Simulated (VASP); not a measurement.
Runs of VASP 6.6.1 on Br. The structure is that of space group Fm-3m (No. 225), or close to it. The cells are those of the table. 

```csv
task,cell,cutoff (eV),gap on the mesh (eV),pressure (GPa)
relaxation of cell and atoms,"relaxed from a = 3.330 Å, angles 60.0°, 1 atom",500,none,0.0
single point,"a = 3.341 Å, angles 60.0°, 1 atom",520,none,0.0
relaxation of cell and atoms,"relaxed from a = 3.341 Å, angles 60.0°, 1 atom",600,none,0.0
single point,"a = 3.358 Å, angles 60.0°, 1 atom",520,none,(a)
single point,"a = 3.324 Å, angles 60.0°, 1 atom",520,none,0.5
```

Alike in all rows: level PBE; potentials or basis VASP PAW PBE potentials, release 64 (Br); no spin polarisation; k mesh 15 × 15 × 15; smearing fermi-dirac 0.05 eV.

Q: Estimate the missing entries.

A: (a) -0.4.

Caveats: an odd number of electrons without spin polarisation forces a metal; a magnetic or distorted state may lie lower; the relaxation stopped at its first step, so nothing moved (at least some runs).

A k mesh can miss the band edges, and the runs leave out spin-orbit coupling on Br.

A gap of «none» marks levels without a gap at the run's occupations.
